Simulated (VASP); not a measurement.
# CsGeBr3 (P4/mmm) in VASP: notebook, part 2 of 2

VASP 6.6.1.

## Step 3: Single point, LDA (strain +0.080 along x and y, -0.080 along z)

File INCAR:

```
SYSTEM = CsGeBr3
ALGO = Normal
EDIFF = 1E-6
ENCUT = 520
GGA = CA
ISIF = 2
ISMEAR = 0
LASPH = .True.
LCHARG = .False.
LREAL = .False.
LWAVE = .False.
NBANDS = 30
NELM = 80
PREC = Accurate
SIGMA = 0.05
```

File KPOINTS:

```
k-points
0
Gamma
  6 6 6
  0 0 0
```

File POSCAR:

```
CsGeBr3
1.0
    5.9759933112      0.0000000000      0.0000000000
    0.0000000000      5.9759933112      0.0000000000
    0.0000000000      0.0000000000      5.0906609688
Cs Ge Br
1 1 3
Direct
    0.0000000000      0.0000000000      0.0000000000
    0.5000000000      0.5000000000      0.5000000000
    0.5000000000      0.5000000000      0.0000000000
    0.5000000000      0.0000000000      0.5000000000
    0.0000000000      0.5000000000      0.5000000000
```

Potentials or basis: VASP PAW LDA potentials, release 64 (Cs_sv, Ge_d, Br).

On the command line:

```bash
> cat potpaw_LDA.64/Cs_sv/POTCAR potpaw_LDA.64/Ge_d/POTCAR potpaw_LDA.64/Br/POTCAR > POTCAR
> mpirun -np 1 vasp_std > vasp.out
```

OUTCAR:

```text
SYSTEM = CsGeBr3
   EDIFF = 1E-6
   ENCUT = 520
   GGA = CA
   ISIF = 2
   ISMEAR = 0
   LASPH = .True.
   LREAL = .False.
   NELM = 80
   PREC = Accurate

 ion  position               nearest neighbor table
   1  0.000  0.000  0.000-
   2  0.500  0.500  0.500-   3 2.55   3 2.55
   3  0.500  0.500  0.000-   2 2.55   2 2.55
   4  0.500  0.000  0.500-
   5  0.000  0.500  0.500-

  LATTYP: Found a simple tetragonal cell.
 ALAT       =     5.9759933112
 C/A-ratio  =     0.8518518519

  Lattice vectors:

 A1 = (   5.9759933112,   0.0000000000,   0.0000000000)
 A2 = (   0.0000000000,   5.9759933112,   0.0000000000)
 A3 = (   0.0000000000,   0.0000000000,   5.0906609688)

Analysis of symmetry for initial positions (statically):
=====================================================================
 Subroutine PRICEL returns:
 Original cell was already a primitive cell.

 Routine SETGRP: Setting up the symmetry group for a
 simple tetragonal supercell.

 Subroutine GETGRP returns: Found 16 space group operations
 (whereof 16 operations were pure point group operations)
 out of a pool of 16 trial point group operations.

The static configuration has the point symmetry D_4h.

Analysis of symmetry for dynamics (positions and initial velocities):
=====================================================================
 Subroutine PRICEL returns:
 Original cell was already a primitive cell.

 Routine SETGRP: Setting up the symmetry group for a
 simple tetragonal supercell.

 Subroutine GETGRP returns: Found 16 space group operations
 (whereof 16 operations were pure point group operations)
 out of a pool of 16 trial point group operations.

The dynamic configuration has the point symmetry D_4h.

 Subroutine INISYM returns: Found 16 space group operations
 (whereof 16 operations are pure point group operations),
 and found     1 'primitive' translations
[... 119 lines left out ...]
   IMIX   =      4    mixing-type and parameters
     AMIX     =   0.40;   BMIX     =  1.00
     AMIX_MAG =   1.60;   BMIX_MAG =  1.00
  volume/ion in A,a.u.               =      36.36       245.37
  Fermi-wavevector in a.u.,A,eV,Ry     =   1.020221  1.927938 14.161636  1.040851
  Thomas-Fermi vector in A             =   2.153778
   LORBIT       =      0    0 simple, 1 ext, 2 COOP (PROOUT), +10 PAW based schemes
   GGA     = CA    functional components
   LHFCALC =     F    Hartree Fock is set to
   AEXX    =    0.0000 exact exchange contribution
   IVDW    =     0    specifies the selected vdW correction
   LEPSILON=     F    determine dielectric tensor
   LRPA    =     F    only Hartree local field effects (RPA)
 non-spin polarized calculation
 Gauss-broadening in eV      SIGMA  =   0.05
  energy-cutoff  :      520.00
  volume of cell :      181.80
 maximum number of plane-waves:      4931
 NGX is ok and might be reduce to    48
   NGX = 23   NGY = 23   NGZ = 19

 number of electron      43.9999991 magnetization

 Free energy of the ion-electron system (eV)
  ---------------------------------------------------
  ext. energy  EPLUGINS =         0.00000000
  ---------------------------------------------------
  free energy    TOTEN  =       -17.57736977 eV

  energy without entropy =      -17.57730941  energy(sigma->0) =      -17.57733959

 E-fermi :   1.3387     XC(G=0):  -8.3291

 val. band max:        1.2769283616   @ k =   0.5000   0.5000   0.5000
 cond. band min:       1.4111611916   @ k =   0.5000   0.5000   0.5000
 fundamental gap:      0.1342328301
 Fermi energy:         1.3386791104

 k-point     1 :       0.0000    0.0000    0.0000
  band No.  band energies     occupation
      1     -24.2368      2.00000
      2     -24.2363      2.00000
      3     -24.2341      2.00000
      4     -24.2151      2.00000
      5     -24.2151      2.00000
      6     -20.0547      2.00000
[... 781 lines left out ...]
     29       7.0169      0.00000
     30       7.0850      0.00000

 [... further k-points ...]

------------------------ aborting loop because EDIFF is reached ----------------------------------------

  FORCE on cell =-STRESS in cart. coord.  units (eV):
  Direction    XX          YY          ZZ          XY          YZ          ZX
  --------------------------------------------------------------------------------------
  -------------------------------------------------------------------------------------
  Total       -4.9425086     -4.9425086      2.3479164      0.0000000      0.0000000      0.0000000
  in kB      -43.5575693    -43.5575693     20.6918269      0.0000000      0.0000000      0.0000000
  external PRESSURE =     -22.1411039 kB  Pullay stress =       0.0000000 kB

 VOLUME and BASIS-vectors are now :
 -----------------------------------------------------------------------------
  energy-cutoff  :      520.00
  volume of cell :      181.80
      direct lattice vectors                 reciprocal lattice vectors
     5.975993311  0.000000000  0.000000000     0.167336198  0.000000000  0.000000000
     0.000000000  5.975993311  0.000000000     0.000000000  0.167336198  0.000000000
     0.000000000  0.000000000  5.090660969     0.000000000  0.000000000  0.196438145

 POSITION                                       TOTAL-FORCE (eV/Angst)
 -----------------------------------------------------------------------------------
      0.00000      0.00000      0.00000         0.000000      0.000000      0.000000
      2.98800      2.98800      2.54533         0.000000      0.000000      0.000000
      2.98800      2.98800      0.00000         0.000000      0.000000      0.000000
      2.98800      0.00000      2.54533         0.000000      0.000000      0.000000
      0.00000      2.98800      2.54533         0.000000      0.000000      0.000000
 -----------------------------------------------------------------------------------
    total drift:                                0.000000     -0.000000     -0.000000

  FREE ENERGIE OF THE ION-ELECTRON SYSTEM (eV)
  ---------------------------------------------------
  free  energy   TOTEN  =       -17.5773697657 eV

  energy  without entropy=      -17.5773094113  energy(sigma->0) =      -17.57733959
```

OSZICAR:

```text
N       E                     dE             d eps       ncg     rms          rms(c)
DAV:   1     0.378970649909E+03    0.37897E+03   -0.19185E+04  2982   0.184E+03
DAV:   2     0.370027589633E+02   -0.34197E+03   -0.32479E+03  2822   0.489E+02
DAV:   3    -0.157144447006E+02   -0.52717E+02   -0.52271E+02  2934   0.134E+02
DAV:   4    -0.180614966069E+02   -0.23471E+01   -0.23414E+01  2960   0.356E+01
DAV:   5    -0.181136216576E+02   -0.52125E-01   -0.52116E-01  2976   0.487E+00    0.574E+00
DAV:   6    -0.176298422232E+02    0.48378E+00   -0.77476E-01  3138   0.510E+00    0.337E+00
DAV:   7    -0.175808319808E+02    0.49010E-01   -0.32779E-01  3124   0.235E+00    0.112E+00
DAV:   8    -0.175785294987E+02    0.23025E-02   -0.57176E-02  3026   0.158E+00    0.184E-01
DAV:   9    -0.175773011503E+02    0.12283E-02   -0.54190E-03  3108   0.538E-01    0.699E-02
DAV:  10    -0.175773814783E+02   -0.80328E-04   -0.55972E-04  2970   0.115E-01    0.486E-02
DAV:  11    -0.175773693130E+02    0.12165E-04   -0.10681E-04  3058   0.709E-02    0.855E-03
DAV:  12    -0.175773696143E+02   -0.30128E-06   -0.15218E-05  2852   0.215E-02    0.426E-03
DAV:  13    -0.175773697657E+02   -0.15144E-06   -0.43297E-07  1832   0.441E-03
   1 F= -.17577370E+02 E0= -.17577340E+02  d E =-.603545E-04
```

stdout:

```text
POSCAR found type information on POSCAR CsGeBr
 POSCAR found :  3 types and       5 ions
 scaLAPACK will be used
 LDA part: xc-table for (Slater(with rela. corr.)+CA(PZ))
 , standard interpolation
 POSCAR, INCAR and KPOINTS ok, starting setup
 FFT: planning ... GRIDC
 FFT: planning ... GRID_SOFT
 FFT: planning ... GRID
 WAVECAR not read
 entering main loop
```

Wall time 2.5 min (1 thread of AMD EPYC 7R13 (Zen 3), shared host); peak memory 0.34 GiB.

Results:

```yaml
Free_energy: -17.5774 eV
Pressure: -2.2 GPa
Band_gap_on_the_k_mesh: 0.13 eV
```

Levels at points of the mesh, in eV from the valence-band top:
```tsv
k point	band 18	band 19	band 20	band 21	band 22	band 23	band 24	band 25	band 26	band 27
(0.00, 0.00, 0.00)	-2.38	-2.17	-2.12	-2.11	-2.11	2.69	3.54	3.94	3.95	3.95
(0.50, 0.00, 0.00)	-2.43	-2.31	-2.26	-2.24	-2.04	1.44	3.76	4.04	4.62	4.82
(0.50, 0.50, 0.00)	-2.56	-2.42	-2.42	-1.94	-1.61	1.19	1.19	4.97	5.05	5.57
(0.00, 0.00, 0.50)	-2.89	-2.55	-2.35	-2.35	-0.98	1.74	3.35	3.35	4.84	5.11
(0.50, 0.00, 0.50)	-2.63	-2.53	-2.50	-1.82	-0.48	0.51	1.55	3.16	4.94	5.39
(0.50, 0.50, 0.50)	-2.53	-1.89	-1.77	-1.77	0.00	0.13	0.13	1.30	4.23	4.44
```

Caveat: the cell differs from its parent crystal (strain +0.080 along x and y, -0.080 along z); the stress differs along the axes, from -4 to 2 GPa; spin-orbit coupling is left out, which moves the levels of the heavy elements. A k mesh can miss the band edges.

## Step 4: Single point, LDA (strain +0.000 along x and y, +0.080 along z)

File INCAR:

```
  PREC = Accurate
  ENCUT = 520
  EDIFF = 1E-6
  ISMEAR = 0
  SIGMA = 0.05
  LREAL = False
  LASPH = True
  NELM = 60
  ALGO = Normal
  ISIF = 2
  LWAVE = False
  LCHARG = False
  GGA = CA
  NBANDS = 30
```

File KPOINTS:

```
Automatic mesh
0
Gamma
  6 6 6
```

Changes to POSCAR since step 3:

```diff
@@ -2,5 +2,5 @@
 1.0
-    5.9759933112      0.0000000000      0.0000000000
-    0.0000000000      5.9759933112      0.0000000000
-    0.0000000000      0.0000000000      5.0906609688
+    5.5333271400      0.0000000000      0.0000000000
+    0.0000000000      5.5333271400      0.0000000000
+    0.0000000000      0.0000000000      5.9759933112
 Cs Ge Br
```

On the command line:

```bash
> cat potpaw_LDA.64/Cs_sv/POTCAR potpaw_LDA.64/Ge_d/POTCAR potpaw_LDA.64/Br/POTCAR > POTCAR
> mpirun -np 1 vasp_std > vasp.out
```

It took 2.4 min on 1 thread of AMD EPYC 7R13 (Zen 3), shared host; peak memory 0.33 GiB.

Results (log left out):

```
Free energy            : -17.8431 eV
Pressure               : -3.2 GPa
Band gap on the k mesh : 0.50 eV
```

Stress tensor (GPa, compression positive):
```
-2.56  0.00  0.00
 0.00 -2.56  0.00
 0.00  0.00 -4.44
```

Levels at points of the mesh, in eV from the valence-band top:
| k point | band 20 | band 21 | band 22 | band 23 | band 24 | band 25 |
| --- | --- | --- | --- | --- | --- | --- |
| (0.00, 0.00, 0.00) | -1.82 | -1.82 | -1.79 | 3.06 | 3.95 | 4.15 |
| (0.50, 0.00, 0.00) | -2.00 | -1.97 | -1.35 | 1.71 | 3.87 | 4.75 |
| (0.50, 0.50, 0.00) | -2.17 | -1.37 | -0.46 | 1.25 | 1.25 | 3.53 |
| (0.00, 0.00, 0.50) | -1.98 | -1.98 | -1.72 | 1.63 | 4.47 | 4.93 |
| (0.50, 0.00, 0.50) | -2.23 | -1.52 | -0.87 | 1.14 | 1.48 | 4.99 |
| (0.50, 0.50, 0.50) | -1.48 | -1.36 | 0.00 | 0.50 | 0.93 | 0.93 |

Caveat: the cell differs from its parent crystal (strain +0.000 along x and y, +0.080 along z); the cell stands under tension; spin-orbit coupling is left out, which moves the levels of the heavy elements.

## Step 5: The runs side by side

```tsv
cell	gap on the mesh (eV)	pressure (GPa)
a = 5.091, b = 5.091, c = 5.533 Å, 5 atoms	0.09	3.8
a = 5.976, b = 5.976, c = 5.091 Å, 5 atoms	0.13	-2.2
a = 5.533, b = 5.533, c = 5.976 Å, 5 atoms	0.50	-3.2
```

Alike in all rows: task single point; level LDA; potentials or basis VASP PAW LDA potentials, release 64 (Cs_sv, Ge_d, Br); no spin polarisation; k mesh 6 × 6 × 6; cutoff (eV) 520; smearing gaussian 0.05 eV.

Caveats: spin-orbit coupling is left out, which moves the levels of the heavy elements; the stress differs along the axes, from -0 to 6 GPa (at least some runs); the stress differs along the axes, from -4 to 2 GPa (at least some runs); the cell stands under tension (at least some runs).

Absolute energies hang on the potentials; compare differences alone.
